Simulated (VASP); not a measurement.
# Ta3SnO4 (Pm-3m) in VASP: single point with PBE

Aim: the single point of Ta3SnO4 with PBE.

Everything below comes from runs of VASP 6.6.1. Logs are shortened: lines on timing, memory, paths and dates and some standing lists are left out, and cuts for length are marked.

## (1) The cell of the first run

Symmetry: Pm-3m, No. 221, cubic system. The conventional cell has a = 4.636 Å, b = 4.636 Å, c = 4.636 Å, α = 90.00°, β = 90.00°, γ = 90.00°. Ta (site symmetry 4/mmm) has 6 O at 2.32 Å within 3.1 Å. Within 3.1 Å of Sn (site symmetry m-3m) lie 6 O at 2.32 Å. O (site symmetry 4/mmm) has 4 Ta at 2.32 Å and 2 Sn at 2.32 Å within 3.1 Å. Within 3.1 Å of O (site symmetry m-3m) lie 6 Ta at 2.32 Å.

## (2) Single point, PBE

POSCAR reads:

```
Ta3SnO4
1.0
    4.6361260874      0.0000000000      0.0000000000
    0.0000000000      4.6361260874      0.0000000000
    0.0000000000      0.0000000000      4.6361260874
Ta Sn O
3 1 4
Direct
    0.0000000000      0.5000000000      0.5000000000
    0.5000000000      0.0000000000      0.5000000000
    0.5000000000      0.5000000000      0.0000000000
    0.0000000000      0.0000000000      0.0000000000
    0.5000000000      0.0000000000      0.0000000000
    0.5000000000      0.5000000000      0.5000000000
    0.0000000000      0.0000000000      0.5000000000
    0.0000000000      0.5000000000      0.0000000000
```

INCAR.step1 reads:

```
ALGO = Normal
EDIFF = 1E-7
ENCUT = 520
GGA = PE
ISIF = 2
ISMEAR = 0
LASPH = T
LCHARG = T
LMAXMIX = 4
LREAL = F
LWAVE = F
NBANDS = 46
NELM = 60
PREC = Accurate
SIGMA = 0.1
```

KPOINTS.step1 reads:

```
k-points
0
Gamma
  8 8 8
```

INCAR.step2 reads:

```
ALGO = Normal
EDIFF = 1E-7
ENCUT = 520
GGA = PE
ICHARG = 11
ISIF = 2
ISMEAR = -5
LASPH = T
LCHARG = F
LMAXMIX = 4
LORBIT = 11
LREAL = F
LWAVE = F
NEDOS = 1001
NELM = 60
PREC = Accurate
SIGMA = 0.1
```

KPOINTS.step2 reads:

```
k-points
0
Gamma
  12 12 12
```

Potentials or basis: VASP PAW PBE potentials, release 64 (Ta_pv, Sn_d, O).

Run with:

```bash
$ cat potpaw_PBE.64/Ta_pv/POTCAR potpaw_PBE.64/Sn_d/POTCAR potpaw_PBE.64/O/POTCAR > POTCAR
$ cp INCAR.step1 INCAR
$ cp KPOINTS.step1 KPOINTS
$ mpirun -np 1 vasp_std > vasp.out
$ cp INCAR.step2 INCAR
$ cp KPOINTS.step2 KPOINTS
$ mpirun -np 1 vasp_std > vasp.out
```

OUTCAR:

```text
EDIFF = 1E-7
   ENCUT = 520
   GGA = PE
   ICHARG = 11
   ISIF = 2
   ISMEAR = -5
   LASPH = T
   LORBIT = 11
   LREAL = F
   NELM = 60
   PREC = Accurate

 ion  position               nearest neighbor table
   1  0.000  0.500  0.500-   6 2.32   7 2.32   8 2.32   8 2.32   7 2.32   6 2.32   3 3.28   4 3.28
                             2 3.28   2 3.28   4 3.28   3 3.28   4 3.28   2 3.28   3 3.28   4 3.28
   2  0.500  0.000  0.500-   5 2.32   6 2.32   7 2.32   5 2.32   6 2.32   7 2.32   3 3.28   4 3.28
                             1 3.28   1 3.28   3 3.28   3 3.28   3 3.28   1 3.28   4 3.28   4 3.28
   3  0.500  0.500  0.000-   5 2.32   6 2.32   8 2.32   6 2.32   5 2.32   8 2.32   1 3.28   2 3.28
                             1 3.28   2 3.28   4 3.28   2 3.28   2 3.28   1 3.28   4 3.28   4 3.28
   4  0.000  0.000  0.000-   5 2.32   7 2.32   8 2.32   7 2.32   8 2.32   5 2.32   1 3.28   2 3.28
                             1 3.28   1 3.28   3 3.28   2 3.28   1 3.28   2 3.28   3 3.28   3 3.28
   5  0.500  0.000  0.000-   2 2.32   3 2.32   4 2.32   2 2.32   3 2.32   4 2.32
   6  0.500  0.500  0.500-   1 2.32   2 2.32   3 2.32   3 2.32   2 2.32   1 2.32
   7  0.000  0.000  0.500-   1 2.32   2 2.32   4 2.32   4 2.32   1 2.32   2 2.32
   8  0.000  0.500  0.000-   1 2.32   3 2.32   4 2.32   1 2.32   4 2.32   3 2.32

  LATTYP: Found a simple cubic cell.
 ALAT       =     4.6361260874

  Lattice vectors:

 A1 = (   4.6361260874,   0.0000000000,   0.0000000000)
 A2 = (   0.0000000000,   4.6361260874,   0.0000000000)
 A3 = (   0.0000000000,   0.0000000000,   4.6361260874)

Analysis of symmetry for initial positions (statically):
=====================================================================
 Subroutine PRICEL returns:
 Original cell was already a primitive cell.

 Routine SETGRP: Setting up the symmetry group for a
 simple cubic supercell.

 Subroutine GETGRP returns: Found 48 space group operations
 (whereof 48 operations were pure point group operations)
 out of a pool of 48 trial point group operations.

The static configuration has the point symmetry O_h .

Analysis of symmetry for dynamics (positions and initial velocities):
=====================================================================
 Subroutine PRICEL returns:
 Original cell was already a primitive cell.

 Routine SETGRP: Setting up the symmetry group for a
 simple cubic supercell.

 Subroutine GETGRP returns: Found 48 space group operations
 (whereof 48 operations were pure point group operations)
 out of a pool of 48 trial point group operations.

The dynamic configuration has the point symmetry O_h .

 Subroutine INISYM returns: Found 48 space group operations
 (whereof 48 operations are pure point group operations),
 and found     1 'primitive' translations

----------------------------------------------------------------------------------------

                                     Primitive cell

  volume of cell :      99.6473

  direct lattice vectors                    reciprocal lattice vectors
     4.636126087  0.000000000  0.000000000     0.215697326  0.000000000  0.000000000
     0.000000000  4.636126087  0.000000000     0.000000000  0.215697326  0.000000000
     0.000000000  0.000000000  4.636126087     0.000000000  0.000000000  0.215697326

  length of vectors
     4.636126087  4.636126087  4.636126087     0.215697326  0.215697326  0.215697326

  position of ions in fractional coordinates (direct lattice)
     0.000000000  0.500000000  0.500000000
     0.500000000  0.000000000  0.500000000
     0.500000000  0.500000000  0.000000000
     0.000000000  0.000000000  0.000000000
     0.500000000  0.000000000  0.000000000
     0.500000000  0.500000000  0.500000000
     0.000000000  0.000000000  0.500000000
     0.000000000  0.500000000  0.000000000

  ion indices of the primitive-cell ions
   primitive index   ion index
                 1           1
                 2           2
                 3           3
                 4           4
                 5           5
                 6           6
                 7           7
                 8           8

----------------------------------------------------------------------------------------

 KPOINTS: k-points

Automatic generation of k-mesh.
 Grid dimensions read from file:
 generate k-points for:   12   12   12

 Generating k-lattice:

  Cartesian coordinates                     Fractional coordinates (reciprocal lattice)
     0.017974777  0.000000000  0.000000000     0.083333333  0.000000000  0.000000000
     0.000000000  0.017974777  0.000000000     0.000000000  0.083333333  0.000000000
     0.000000000  0.000000000  0.017974777     0.000000000  0.000000000  0.083333333

  Length of vectors
     0.017974777  0.017974777  0.017974777

  Shift w.r.t. Gamma in fractional coordinates (k-lattice)
     0.000000000  0.000000000  0.000000000

 TETIRR: Found    854 inequivalent tetrahedra from    10368

 Subroutine IBZKPT returns following result:
 ===========================================

 Found     84 irreducible k-points:

 Following reciprocal coordinates:
            Coordinates               Weight
  0.000000  0.000000  0.000000      1.000000
  0.083333  0.000000  0.000000      6.000000
  0.166667  0.000000  0.000000      6.000000
  0.250000  0.000000  0.000000      6.000000
  0.333333  0.000000  0.000000      6.000000
  0.416667  0.000000  0.000000      6.000000
[... 16 lines left out ...]
  0.333333  0.333333  0.000000     12.000000
  0.416667  0.333333  0.000000     24.000000
 [... further k-points ...]
   k-points           NKPTS =     84   k-points in BZ     NKDIM =     84   number of bands    NBANDS=     42
   number of dos      NEDOS =   1001   number of ions     NIONS =      8
   total plane-waves  NPLWV =  46656
   dimension x,y,z NGX =    36 NGY =   36 NGZ =   36
   dimension x,y,z NGXF=    72 NGYF=   72 NGZF=   72
   ions per type =               3   1   4
   NGX,Y,Z   is equivalent  to a cutoff of  12.91, 12.91, 12.91 a.u.
   NGXF,Y,Z  is equivalent  to a cutoff of  25.82, 25.82, 25.82 a.u.
 SYSTEM =  unknown system
   PREC   = accura    normal or accurate (medium, high low for compatibility)
   ISTART =      0    job   : 0-new  1-cont  2-samecut
   ICHARG =     11    charge: 1-file 2-atom 10-const
   ISPIN  =      1    spin polarized calculation?
   LNONCOLLINEAR =      F non collinear calculations
   LSORBIT =      F    spin-orbit coupling
   LASPH  =      T    aspherical Exc in radial PAW
   ENCUT  =  520.0 eV  38.22 Ry    6.18 a.u.   8.62  8.62  8.62*2*pi/ulx,y,z
   NELM   =     60;   NELMIN=  2; NELMDL=  0     # of ELM steps
   EDIFF  = 0.1E-06   stopping-criterion for ELM
   LREAL  =      F    real-space projection
   EDIFFG = 0.1E-05   stopping-criterion for IOM
   NSW    =      0    number of steps for IOM
   IBRION =     -1    ionic relax: 0-MD 1-quasi-New 2-CG
   NFREE  =      0    steps in history (QN), initial steepest desc. (CG)
   ISIF   =      2    stress and relaxation
   ISYM   =      2    0-nonsym 1-usesym 2-fastsym
   POTIM  = 0.5000    time-step for ionic-motion
   TEBEG  =    0.0;   TEEND  =   0.0 temperature during run
   PSTRESS=    0.0 pullay stress
   NELECT =      71.0000    total number of electrons
   NUPDOWN=      -1.0000    fix difference up-down
   EMIN   =  10.00;   EMAX   =-10.00  energy-range for DOS
   EFERMI =   0.00;   METHOD = LEGACY
   ISMEAR =    -5;   SIGMA  =   0.10  broadening in eV -4-tet -1-fermi 0-gaus
   EFERMI_NEDOS =   21; number of points for ismear=-14 and -15
   IALGO  =     38    algorithm
   IMIX   =      4    mixing-type and parameters
     AMIX     =   0.40;   BMIX     =  1.00
     AMIX_MAG =   1.60;   BMIX_MAG =  1.00
  volume/ion in A,a.u.               =      12.46        84.06
  Fermi-wavevector in a.u.,A,eV,Ry     =   1.462196  2.763151 29.089505  2.138018
  Thomas-Fermi vector in A             =   2.578438
   LORBIT       =     11    0 simple, 1 ext, 2 COOP (PROOUT), +10 PAW based schemes
   GGA     = PE    functional components
   LHFCALC =     F    Hartree Fock is set to
   AEXX    =    0.0000 exact exchange contribution
   IVDW    =     0    specifies the selected vdW correction
   LEPSILON=     F    determine dielectric tensor
   LRPA    =     F    only Hartree local field effects (RPA)
 non-spin polarized calculation
 Fermi weights with tetrahedron method with Bloechl corrections
  energy-cutoff  :      520.00
  volume of cell :       99.65
 maximum number of plane-waves:      2730
 NGX is ok and might be reduce to    36

 number of electron      71.0000022 magnetization

 Free energy of the ion-electron system (eV)
  ---------------------------------------------------
  ext. energy  EPLUGINS =         0.00000000
  ---------------------------------------------------
  free energy    TOTEN  =       -63.73484669 eV

  energy without entropy =      -63.73484669  energy(sigma->0) =      -63.73484669

 E-fermi :   8.9349     XC(G=0): -12.4929

 val. band max:        9.0181812307   @ k =   0.5000   0.5000   0.5000
 cond. band min:       8.8178728210   @ k =   0.5000   0.2500   0.2500
 fundamental gap:     -0.2003084098
 Fermi energy:         8.9348784460

 k-point     1 :       0.0000    0.0000    0.0000
  band No.  band energies     occupation
      1     -27.3826      2.00000
      2     -27.3826      2.00000
      3     -27.3826      2.00000
      4     -27.1805      2.00000
      5     -27.1805      2.00000
      6     -27.1805      2.00000
[... 34 lines left out ...]
     41      10.3424      0.00000
     42      10.5281      0.00000
[... 994 lines left out ...]
      2     -27.3376      2.00000
      3     -27.2936      2.00000
      4     -27.2356      2.00000
      5     -27.2124      2.00000
      6     -27.2001      2.00000
[... 34 lines left out ...]
     41      10.2653      0.00000
     42      10.3299      0.00000

 [... further k-points ...]

------------------------ aborting loop because EDIFF is reached ----------------------------------------

  FORCE on cell =-STRESS in cart. coord.  units (eV):
  Direction    XX          YY          ZZ          XY          YZ          ZX
  --------------------------------------------------------------------------------------
  -------------------------------------------------------------------------------------
  Total        0.4246255      0.4246255      0.4246255      0.0000000      0.0000000      0.0000000
  in kB        6.8273311      6.8273311      6.8273311      0.0000000      0.0000000      0.0000000
  external PRESSURE =       6.8273311 kB  Pullay stress =       0.0000000 kB

 VOLUME and BASIS-vectors are now :
 -----------------------------------------------------------------------------
  energy-cutoff  :      520.00
  volume of cell :       99.65
      direct lattice vectors                 reciprocal lattice vectors
     4.636126087  0.000000000  0.000000000     0.215697326  0.000000000  0.000000000
     0.000000000  4.636126087  0.000000000     0.000000000  0.215697326  0.000000000
     0.000000000  0.000000000  4.636126087     0.000000000  0.000000000  0.215697326

 POSITION                                       TOTAL-FORCE (eV/Angst)
 -----------------------------------------------------------------------------------
      0.00000      2.31806      2.31806         0.000000      0.000000      0.000000
      2.31806      0.00000      2.31806         0.000000      0.000000      0.000000
      2.31806      2.31806      0.00000         0.000000      0.000000      0.000000
      0.00000      0.00000      0.00000         0.000000      0.000000      0.000000
      2.31806      0.00000      0.00000         0.000000      0.000000      0.000000
      2.31806      2.31806      2.31806         0.000000      0.000000      0.000000
      0.00000      0.00000      2.31806         0.000000      0.000000      0.000000
      0.00000      2.31806      0.00000         0.000000      0.000000      0.000000
 -----------------------------------------------------------------------------------
    total drift:                                0.000000      0.000000     -0.000000

  FREE ENERGIE OF THE ION-ELECTRON SYSTEM (eV)
  ---------------------------------------------------
  free  energy   TOTEN  =       -63.7348466944 eV

  energy  without entropy=      -63.7348466944  energy(sigma->0) =      -63.73484669

 total charge

# of ion       s       p       d       tot
------------------------------------------
    1        0.230   6.092   2.313   8.635
    2        0.230   6.092   2.313   8.635
    3        0.230   6.092   2.313   8.635
    4        1.331   0.818  10.154  12.303
    5        1.595   3.397   0.000   4.992
    6        1.577   3.390   0.000   4.968
    7        1.595   3.397   0.000   4.992
    8        1.595   3.397   0.000   4.992
--------------------------------------------------
tot          8.383  32.676  17.092  58.152
```

It took 3.5 min on 1 thread of Intel Xeon 6975P-C (Granite Rapids), shared host; peak memory 0.41 GiB.

What came out:

```yaml
Valence_electrons_inside_the_program's_atomic_spheres: Ta 8.63; Sn 12.30; O 4.99, 4.97 (each value once)
```

Caveat: spin-orbit coupling is left out, which moves the levels of the heavy elements; an odd number of electrons without spin polarisation forces a metal; a magnetic or distorted state may lie lower; tetrahedron occupations give inexact forces and stress in metals.
